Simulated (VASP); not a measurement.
Here is a VASP 6.6.1 calculation.

Contents of INCAR:

```
ALGO = Normal ; EDIFF = 1E-8
ENCUT = 600 ; IBRION = 6
ISIF = 3 ; ISMEAR = 0
LASPH = True ; LCHARG = False
LREAL = False ; LWAVE = False
NELM = 60 ; NFREE = 2
NSW = 1 ; POTIM = 0.015
PREC = Accurate ; SIGMA = 0.5
```

File KPOINTS:

```
k-points
0
Gamma
  20 20 20
```

POSCAR

```
Al
1.0
    0.0000000000      1.9931176082      1.9931176082
    1.9931176082      0.0000000000      1.9931176082
    1.9931176082      1.9931176082      0.0000000000
Al
1
Direct
    0.0000000000      0.0000000000      0.0000000000
```

Potentials or basis: VASP PAW LDA potentials, release 64 (Al).

The run is started by

```bash
$ cat potpaw_LDA.64/Al/POTCAR > POTCAR
$ mpirun -np 1 vasp_std > vasp.out
```

What does it give for the elastic constants C11, C12, C44?

121, 66, 37 GPa.

Predict the Voigt bulk modulus.

84 GPa.

Clamped-ion elastic tensor (GPa):
```
121  66  66   0   0   0
 66 121  66   0   0   0
 66  66 121   0   0   0
  0   0   0  37   0   0
  0   0   0   0  37   0
  0   0   0   0   0  37
```

Caveat: so wide a smearing shifts energies and pressures.
